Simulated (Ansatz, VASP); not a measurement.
**Two plane-wave programs on Mg2Si3N**

File INCAR:

```
ALGO = Normal
EDIFF = 1E-7
EDIFFG = -0.01
ENCUT = 600
GGA = PE
IBRION = 2
ISIF = 3
ISMEAR = 0
LASPH = T
LCHARG = F
LREAL = F
LWAVE = F
NELM = 80
NSW = 100
PREC = Accurate
SIGMA = 0.1
```

KPOINTS

```
k-points
0
Gamma
  12 12 6
```

POSCAR

```
Mg2Si3N
1.0
    3.8465632253      0.0000000000      0.0000000000
   -1.9232816126      3.3312214703      0.0000000000
    0.0000000000      0.0000000000      7.6696217201
Mg Si N
2 3 1
Direct
    0.6666666667      0.3333333333      0.7312589426
    0.6666666667      0.3333333333      0.2687410574
    0.0000000000      0.0000000000      0.0000000000
    0.3333333333      0.6666666667      0.5000000000
    0.3333333333      0.6666666667      0.0000000000
    0.0000000000      0.0000000000      0.5000000000
```

Input for Ansatz:

```yaml
crystal:
  lattice:
    - [3.8465632253, 0.0, 0.0]
    - [-1.9232816126, 3.3312214703, 0.0]
    - [0.0, 0.0, 7.6696217201]
  atoms:
    - { symbol: Mg, position: [0.6666666667, 0.3333333333, 0.7312589426] }
    - { symbol: Mg, position: [0.6666666667, 0.3333333333, 0.2687410574] }
    - { symbol: Si, position: [0.0, 0.0, 0.0] }
    - { symbol: Si, position: [0.3333333333, 0.6666666667, 0.5] }
    - { symbol: Si, position: [0.3333333333, 0.6666666667, 0.0] }
    - { symbol: "N", position: [0.0, 0.0, 0.5] }
basis:
  ecutwfc: 420
kpoints:
  mp_grid: { grid: [12, 12, 6] }
hamiltonian:
  xc: pbe
scf:
  occupations: { method: gaussian, width: 0.1 }
output:
  forces: true
  stress: true
  eigenvalues: true
  write_density: true
  write_potential: true
  elf: true
  volumetric_format: npy
relax:
  adjacent_minimum: "off"
  f_tol: 0.01
  max_steps: 80
  cell: { stress_tol: 0.05 }
```

Change from the starting cell: species swapped into the Sr2AlGa3 type (P-6m2, No. 187).

Alike in both runs: task relaxation of cell and atoms; functional PBE; k mesh 12 × 12 × 6; occupations gaussian, width 0.1 eV; no spin polarisation.

|  | VASP | Ansatz |
| --- | --- | --- |
| version | VASP 6.6.1 | Ansatz 0.2.0 |
| potentials or method | VASP PAW PBE potentials, release 64 (Mg, Si, N), cutoff 600 eV | scalar-relativistic, plane waves, PAW |
| valence electrons in the cell | 21 | 37 |

Ansatz gave:

- gap on the k mesh at the Fermi level, each at its own relaxed structure (eV): none
- relaxed volume (Å³/atom): 16.36
- relaxed cell length with the largest relative difference (Å): 7.658

Question: Which values does VASP return?

Answer: gap on the k mesh at the Fermi level, each at its own relaxed structure (eV): none; relaxed volume (Å³/atom): 16.32; relaxed cell length with the largest relative difference (Å): 7.641.

A gap of «none» marks a metal or a gap that the smearing closes. VASP's potentials hold 21 valence electrons a cell and Ansatz's 37, so a difference there can come from the potentials and not from the codes.
